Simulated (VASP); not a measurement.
A run of VASP 6.6.1:

File INCAR:

```
SYSTEM = AlCu3
ALGO     = Fast           ! electronic algorithm
EDIFF    = 1E-7           ! SCF threshold, eV
EDIFFG   = -0.008         ! ionic threshold
ENCUT    = 600            ! plane-wave cutoff, eV
GGA      = PS             ! functional
IBRION   = 2              ! ionic algorithm
ISIF     = 3              ! what is computed and relaxed
ISMEAR   = 0              ! smearing method
LASPH    = .TRUE.         ! aspherical terms in the spheres
LCHARG   = .FALSE.        ! write CHGCAR
LREAL    = .FALSE.        ! projectors in reciprocal space
LWAVE    = .FALSE.        ! write WAVECAR
NELM     = 100            ! most SCF steps
NSW      = 70             ! ionic steps
PREC     = Accurate       ! precision mode
PSTRESS  = -10.0        
SIGMA    = 0.1            ! smearing width, eV
```

File KPOINTS:

```
k-points
0
G
  12 12 8
  0 0 0
```

Contents of POSCAR:

```
AlCu3
1.0
    5.1578862522      0.0000000000      0.0000000000
   -2.5789431261      4.4668605242      0.0000000000
    0.0000000000      0.0000000000      4.1927014575
Al Cu
2 6
Direct
    0.6666666667      0.3333333333      0.2500000000
    0.3333333333      0.6666666667      0.7500000000
    0.3306224908      0.1653112454      0.7500000000
    0.8346887546      0.1653112454      0.7500000000
    0.8346887546      0.6693775092      0.7500000000
    0.6693775092      0.8346887546      0.2500000000
    0.1653112454      0.8346887546      0.2500000000
    0.1653112454      0.3306224908      0.2500000000
```

Potentials or basis: VASP PAW PBE potentials, release 64 (Al, Cu).

Run with:

```bash
$ cat potpaw_PBE.64/Al/POTCAR potpaw_PBE.64/Cu/POTCAR > POTCAR
$ mpirun -np 1 vasp_std > vasp.out
```

Hardware: 1 thread of Oxide Virtual Turin-like Processor, on a shared host.

Task: Estimate the wall time of this run.

Result: Run time: 28 min on 1 thread of Oxide Virtual Turin-like Processor (shared host), peak memory 0.47 GiB. Counts: scf iterations 35, k points 95, ion steps 3.
